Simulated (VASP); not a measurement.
Set up this calculation in VASP 6.6.1, as the native input.

```yaml
Task: single point
Functional: PBE
Potentials_or_basis: VASP PAW PBE potentials, release 64 (Cr_pv)
Cutoff: 500 eV
k_mesh: 8 × 8 × 8
Occupations: fermi-dirac, width 0.1 eV
Spin: collinear spin, zero start
Starting_moments: "[0.0] μB"
Dipole_correction: no
Further_INCAR_settings: ALGO = Normal; EDIFF = 1e-06; NBANDS = 16
```

The structure of Cr lies in POSCAR:

```
Cr
1.0
    0.0000000000      1.8986140000      1.8986140000
    1.8986140000      0.0000000000      1.8986140000
    1.8986140000      1.8986140000      0.0000000000
Cr
1
Direct
    0.0000000000      0.0000000000      0.0000000000
```

The input as run:

INCAR

```
SYSTEM = Cr
ALGO     = Normal         ! electronic algorithm
EDIFF    = 1E-6           ! SCF threshold, eV
ENCUT    = 500            ! plane-wave cutoff, eV
GGA      = PE             ! functional
GGA_COMPAT= .FALSE.      
ISIF     = 2              ! what is computed and relaxed
ISMEAR   = -1             ! smearing method
ISPIN    = 2              ! spin polarisation
LASPH    = .TRUE.         ! aspherical terms in the spheres
LCHARG   = .FALSE.        ! write CHGCAR
LMAXMIX  = 4              ! l up to which the mixer works
LORBIT   = 11             ! projections on sites
LREAL    = .FALSE.        ! projectors in reciprocal space
LWAVE    = .FALSE.        ! write WAVECAR
MAGMOM   = 0              ! initial moments
NBANDS   = 16             ! bands
NELM     = 200            ! most SCF steps
PREC     = Accurate       ! precision mode
SIGMA    = 0.1            ! smearing width, eV
```

KPOINTS

```
k-points
0
G
  8 8 8
  0 0 0
```

Potentials or basis: VASP PAW PBE potentials, release 64 (Cr_pv).

Run with:

```console
$ cat potpaw_PBE.64/Cr_pv/POTCAR > POTCAR
$ mpirun -np 1 vasp_std > vasp.out
```

Results of the run:

```yaml
Pressure: -24.7 GPa
Band_gap_on_the_k_mesh: zero (filled and empty bands overlap)
Net_moment: 0.00 μB per cell
Valence_electrons_inside_the_program's_atomic_spheres: Cr 10.75
```

Run time: 5.4 s on 1 thread of Intel(R) Xeon(R) 6975P-C (Granite Rapids) (shared host), peak memory 0.13 GiB.
